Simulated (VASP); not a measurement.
# La2O3 (P-3m1) in VASP: single point with HSE06

Aim: the single point of La2O3 with HSE06.

All numbers are computed with VASP 6.6.1; they aren't measurements. Logs are shortened: lines on timing, memory, paths and dates and some standing lists are left out, and cuts for length are marked.

**1. The cell of the first run**

The structure is trigonal, space group P-3m1 (No. 164). Conventional cell: a = 4.149 Å, b = 4.149 Å, c = 6.459 Å, α = 90.00°, β = 90.00°, γ = 120.00°. La (site symmetry 3m) has 7 O at 2.47 to 2.92 Å within 3.3 Å. O (site symmetry 3m) has 4 La at 2.47 to 2.49 Å and 6 O at 3.00 to 3.34 Å within 3.4 Å. Within 3.8 Å of O (site symmetry -3m) lie 6 La at 2.92 Å and 6 O at 3.34 Å.

**2. Single point, HSE06 (strain +5.4%)**

POSCAR

```
La2O3
1.0
    4.1491710648      0.0000000000      0.0000000000
   -2.0745855324      3.5932875468      0.0000000000
    0.0000000000      0.0000000000      6.4594939181
La O
2 3
Direct
    0.6666666667      0.3333333333      0.7421601573
    0.3333333333      0.6666666667      0.2578398427
    0.6666666667      0.3333333333      0.3602734005
    0.3333333333      0.6666666667      0.6397265995
    0.0000000000      0.0000000000      0.0000000000
```

INCAR.step1

```
SYSTEM = La2O3
PREC = Accurate ; ENCUT = 520
EDIFF = 1E-5 ; ISMEAR = 0
SIGMA = 0.01 ; LREAL = .FALSE.
LASPH = .TRUE. ; NELM = 200
ALGO = Normal ; ISIF = 2
LWAVE = .TRUE. ; GGA = PE
NBANDS = 28 ; GGA_COMPAT = .FALSE.
LMAXMIX = 6 ; KPAR = 4
```

INCAR.step2

```
SYSTEM = La2O3
PREC = Accurate ; ENCUT = 520
EDIFF = 1E-6 ; ISMEAR = 0
SIGMA = 0.01 ; LREAL = .FALSE.
LASPH = .TRUE. ; NELM = 200
ALGO = Normal ; ISIF = 2
LWAVE = .FALSE. ; LCHARG = .TRUE.
GGA = PE ; LHFCALC = .TRUE.
HFSCREEN = 0.2079 ; PRECFOCK = Normal
LVHAR = .TRUE. ; ISTART = 1
NBANDS = 28 ; GGA_COMPAT = .FALSE.
LMAXMIX = 6 ; KPAR = 4
```

KPOINTS

```
regular mesh
0
G
  6 6 2
  0 0 0
```

Potentials or basis: VASP PAW PBE potentials, release 64 (La, O).

The run is started by

```console
> cat potpaw_PBE.64/La/POTCAR potpaw_PBE.64/O/POTCAR > POTCAR
> cp INCAR.step1 INCAR
> mpirun -np 4 vasp_std > vasp.out
> cp INCAR.step2 INCAR
> mpirun -np 4 vasp_std > vasp.out
```

OUTCAR:

```text
SYSTEM = La2O3
   PREC = Accurate
   ENCUT = 520
   EDIFF = 1E-6
   ISMEAR = 0
   LREAL = .FALSE.
   LASPH = .TRUE.
   NELM = 200
   ISIF = 2
   GGA = PE
   LHFCALC = .TRUE.
   HFSCREEN = 0.2079
   PRECFOCK = Normal
   ISTART = 1

 ion  position               nearest neighbor table
   1  0.667  0.333  0.742-   3 2.47   4 2.49   4 2.49   4 2.49
   2  0.333  0.667  0.258-   4 2.47   3 2.49   3 2.49   3 2.49
   3  0.667  0.333  0.360-   1 2.47   2 2.49   2 2.49   2 2.49
   4  0.333  0.667  0.640-   2 2.47   1 2.49   1 2.49   1 2.49
   5  0.000  0.000  0.000-

  LATTYP: Found a hexagonal cell.
 ALAT       =     4.1491710648
 C/A-ratio  =     1.5568155222

  Lattice vectors:

 A1 = (   4.1491710648,   0.0000000000,   0.0000000000)
 A2 = (  -2.0745855324,   3.5932875468,   0.0000000000)
 A3 = (   0.0000000000,   0.0000000000,   6.4594939181)

Analysis of symmetry for initial positions (statically):
=====================================================================
 Subroutine PRICEL returns:
 Original cell was already a primitive cell.

 Routine SETGRP: Setting up the symmetry group for a
 hexagonal supercell.

 Subroutine GETGRP returns: Found 12 space group operations
 (whereof 12 operations were pure point group operations)
 out of a pool of 24 trial point group operations.

The static configuration has the point symmetry D_3d.

Analysis of symmetry for dynamics (positions and initial velocities):
=====================================================================
 Subroutine PRICEL returns:
 Original cell was already a primitive cell.

 Routine SETGRP: Setting up the symmetry group for a
 hexagonal supercell.

 Subroutine GETGRP returns: Found 12 space group operations
 (whereof 12 operations were pure point group operations)
 out of a pool of 24 trial point group operations.

The dynamic configuration has the point symmetry D_3d.

 Subroutine INISYM returns: Found 12 space group operations
 (whereof 12 operations are pure point group operations),
 and found     1 'primitive' translations

----------------------------------------------------------------------------------------
[... 92 lines left out ...]
   IBRION =     -1    ionic relax: 0-MD 1-quasi-New 2-CG
   NFREE  =      0    steps in history (QN), initial steepest desc. (CG)
   ISIF   =      2    stress and relaxation
   ISYM   =      3    0-nonsym 1-usesym 2-fastsym
   POTIM  = 0.5000    time-step for ionic-motion
   TEBEG  =    0.0;   TEEND  =   0.0 temperature during run
   PSTRESS=    0.0 pullay stress
   NELECT =      40.0000    total number of electrons
   NUPDOWN=      -1.0000    fix difference up-down
   EMIN   =  10.00;   EMAX   =-10.00  energy-range for DOS
   EFERMI =   0.00;   METHOD = LEGACY
   ISMEAR =     0;   SIGMA  =   0.01  broadening in eV -4-tet -1-fermi 0-gaus
   EFERMI_NEDOS =   21; number of points for ismear=-14 and -15
   IALGO  =     38    algorithm
   IMIX   =      1    mixing-type and parameters
     AMIX     =   0.40;   BMIX     =  1.00
     AMIX_MAG =   1.60;   BMIX_MAG =  1.00
  volume/ion in A,a.u.               =      19.26       129.98
  Fermi-wavevector in a.u.,A,eV,Ry     =   1.221455  2.308216 20.299252  1.491953
  Thomas-Fermi vector in A             =   2.356637
   LORBIT       =      0    0 simple, 1 ext, 2 COOP (PROOUT), +10 PAW based schemes
   GGA     = PE    functional components
   LHFCALC =     T    Hartree Fock is set to
   PRECFOCK=normal    Normal, Fast or Accurate (Low or Medium for compatibility)
   ENCUT4O =  -1.0   cutoff for four orbital integrals eV
   NKREDX  =     1    reduce k-point grid by
   NKREDY  =     1    reduce k-point grid by
   NKREDZ  =     1    reduce k-point grid by
   AEXX    =    0.2500 exact exchange contribution
   HFSCREEN=    0.2079 screening length (either q_TF or 0.3 A-1)
   HFSCREENC=   0.2079 screening length for correlation (either q_TF or 0.3 A-1)
   ENCUTFOCK=  -1.0 apply spherical cutoff to Coloumb kernel
   IVDW    =     0    specifies the selected vdW correction
   LEPSILON=     F    determine dielectric tensor
   LRPA    =     F    only Hartree local field effects (RPA)
 non-spin polarized calculation
 Gauss-broadening in eV      SIGMA  =   0.01
  energy-cutoff  :      520.00
  volume of cell :       96.31
 maximum number of plane-waves:      2623
 NGX is ok and might be reduce to    32
  NGX = 24; NGY = 24; NGZ = 40

 number of electron      40.0000000 magnetization

 Free energy of the ion-electron system (eV)
  ---------------------------------------------------
  ext. energy  EPLUGINS =         0.00000000
  ---------------------------------------------------
  free energy    TOTEN  =       -48.04820266 eV

  energy without entropy =      -48.04820266  energy(sigma->0) =      -48.04820266

 E-fermi :   3.8247     XC(G=0):  -8.0046

 val. band max:        3.7168709521   @ k =   0.5000   0.0000   0.5000
 cond. band min:       8.5558990077   @ k =   0.3333   0.3333   0.0000
 fundamental gap:      4.8390280556
 Fermi energy:         3.8247211800

 k-point     1 :       0.0000    0.0000    0.0000
  band No.  band energies     occupation
      1     -28.7789      2.00000
      2     -28.6420      2.00000
      3     -14.5150      2.00000
      4     -13.4904      2.00000
      5     -12.5889      2.00000
      6     -11.1353      2.00000
[... 423 lines left out ...]
     27      11.0751      0.00000
     28      11.1362      0.00000

------------------------ aborting loop because EDIFF is reached ----------------------------------------

  FORCE on cell =-STRESS in cart. coord.  units (eV):
  Direction    XX          YY          ZZ          XY          YZ          ZX
  --------------------------------------------------------------------------------------
  -------------------------------------------------------------------------------------
  Total       -9.8725456     -9.8725456     -7.3487410     -0.0000000      0.0000000     -0.0000000
  in kB     -164.2433993   -164.2433993   -122.2564313     -0.0000000      0.0000000     -0.0000000
  external PRESSURE =    -150.2477433 kB  Pullay stress =       0.0000000 kB

 VOLUME and BASIS-vectors are now :
 -----------------------------------------------------------------------------
  energy-cutoff  :      520.00
  volume of cell :       96.31
      direct lattice vectors                 reciprocal lattice vectors
     4.149171065  0.000000000  0.000000000     0.241011996  0.139148341  0.000000000
    -2.074585532  3.593287547  0.000000000     0.000000000  0.278296682  0.000000000
     0.000000000  0.000000000  6.459493918     0.000000000  0.000000000  0.154810890

 POSITION                                       TOTAL-FORCE (eV/Angst)
 -----------------------------------------------------------------------------------
      2.07459      1.19776      4.79398         0.000000     -0.000000     -0.183575
     -0.00000      2.39553      1.66551        -0.000000      0.000000      0.183575
      2.07459      1.19776      2.32718        -0.000000     -0.000000     -0.000742
     -0.00000      2.39553      4.13231        -0.000000      0.000000      0.000742
      0.00000      0.00000      0.00000         0.000000     -0.000000     -0.000000
 -----------------------------------------------------------------------------------
    total drift:                                0.000000      0.000000     -0.000003

  FREE ENERGIE OF THE ION-ELECTRON SYSTEM (eV)
  ---------------------------------------------------
  free  energy   TOTEN  =       -48.0482026579 eV

  energy  without entropy=      -48.0482026579  energy(sigma->0) =      -48.04820266
```

OSZICAR.step1:

```text
N       E                     dE             d eps       ncg     rms          rms(c)
DAV:   1     0.480207961046E+03    0.48021E+03   -0.15466E+04   808   0.209E+03
DAV:   2     0.846055201021E+02   -0.39560E+03   -0.37600E+03  1064   0.340E+02
DAV:   3    -0.318769175748E+02   -0.11648E+03   -0.11228E+03  1252   0.198E+02
DAV:   4    -0.462412082648E+02   -0.14364E+02   -0.14326E+02  1336   0.710E+01
DAV:   5    -0.472925014385E+02   -0.10513E+01   -0.10506E+01  1368   0.216E+01    0.148E+01
DAV:   6    -0.414090260050E+02    0.58835E+01   -0.58702E+01  1208   0.369E+01    0.824E+00
DAV:   7    -0.412173681475E+02    0.19166E+00   -0.77230E+00  1488   0.229E+01    0.336E+00
DAV:   8    -0.412123026765E+02    0.50655E-02   -0.67102E-01  1312   0.540E+00    0.146E+00
DAV:   9    -0.412168340940E+02   -0.45314E-02   -0.89171E-02  1368   0.244E+00    0.423E-01
DAV:  10    -0.412209707917E+02   -0.41367E-02   -0.50935E-02  1400   0.118E+00    0.246E-01
DAV:  11    -0.412227254840E+02   -0.17547E-02   -0.27907E-02  1336   0.960E-01    0.212E-01
DAV:  12    -0.412223782538E+02    0.34723E-03   -0.59860E-03  1304   0.445E-01    0.929E-02
DAV:  13    -0.412223698077E+02    0.84461E-05   -0.29047E-03  1280   0.282E-01    0.340E-02
DAV:  14    -0.412223778766E+02   -0.80689E-05   -0.33096E-04  1296   0.130E-01    0.112E-02
DAV:  15    -0.412223836262E+02   -0.57496E-05   -0.32983E-05   936   0.431E-02
   1 F= -.41222384E+02 E0= -.41222384E+02  d E =-.631520E-17
```

Run time: 31 min. Hardware: 4 MPI ranks of Intel Xeon Platinum 8259CL at 2.50GHz (Skylake/Cascade Lake), shared host; peak memory 0.36 GiB.

What came out:

* Free energy: -48.0482 eV
* Pressure: -15.0 GPa
* Largest force: 0.184 eV/Å
* Band gap on the k mesh: 4.84 eV (least direct gap 5.09 eV)

Forces on the atoms (eV/Å):
```
La   0.000  0.000 -0.184
La   0.000  0.000  0.184
O    0.000  0.000 -0.001
O    0.000  0.000  0.001
O    0.000  0.000  0.000
```

Levels at points of the mesh, in eV from the valence-band top:
| k point | band 18 | band 19 | band 20 | band 21 | band 22 | band 23 |
| --- | --- | --- | --- | --- | --- | --- |
| (0.00, 0.00, 0.00) | -0.16 | -0.16 | -0.03 | 5.06 | 5.89 | 5.94 |
| (0.50, 0.00, 0.00) | -0.71 | -0.38 | -0.21 | 5.03 | 6.33 | 6.56 |
| (0.00, 0.00, 0.50) | -0.51 | -0.09 | -0.09 | 6.05 | 6.30 | 6.30 |
| (0.50, 0.00, 0.50) | -0.48 | -0.47 | 0.00 | 5.76 | 5.80 | 6.92 |

Caveat: the k points lie up to 0.49 Å⁻¹ apart; the cell differs from its parent crystal (strain +5.4%); the PAW data sets were made with another functional, which shifts forces and pressure a little; spin-orbit coupling is left out, which moves the levels of the heavy elements.
